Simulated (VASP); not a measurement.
A run of VASP 6.6.1 is set up as follows.

File INCAR:

```
ALGO = Normal
EDIFF = 1E-8
ENCUT = 520
GGA = PE
ISIF = 2
ISMEAR = -1
LASPH = True
LCHARG = False
LEFG = True
LREAL = False
LWAVE = False
NBANDS = 10
NELM = 80
PREC = Accurate
SIGMA = 0.03
```

The input KPOINTS:

```
k-points
0
Gamma
  14 14 14
```

The input POSCAR:

```
Os
1.0
    0.0000000000      1.9450000000      1.9450000000
    1.9450000000      0.0000000000      1.9450000000
    1.9450000000      1.9450000000      0.0000000000
Os
1
Direct
    0.0000000000      0.0000000000      0.0000000000
```

Potentials or basis: VASP PAW PBE potentials, release 64 (Os).

Run with:

```bash
$ cat potpaw_PBE.64/Os/POTCAR > POTCAR
$ mpirun -np 1 vasp_std > vasp.out
```

**Question.** Estimate the pressure.

**Answer.** -9.7 GPa.

**Question.** Estimate the band gap on the k mesh.

**Answer.** Zero (bands 4 and 5 overlap by 3.50 eV).

Caveat: the cell stands under tension; spin-orbit coupling is left out, which moves the levels of the heavy elements.
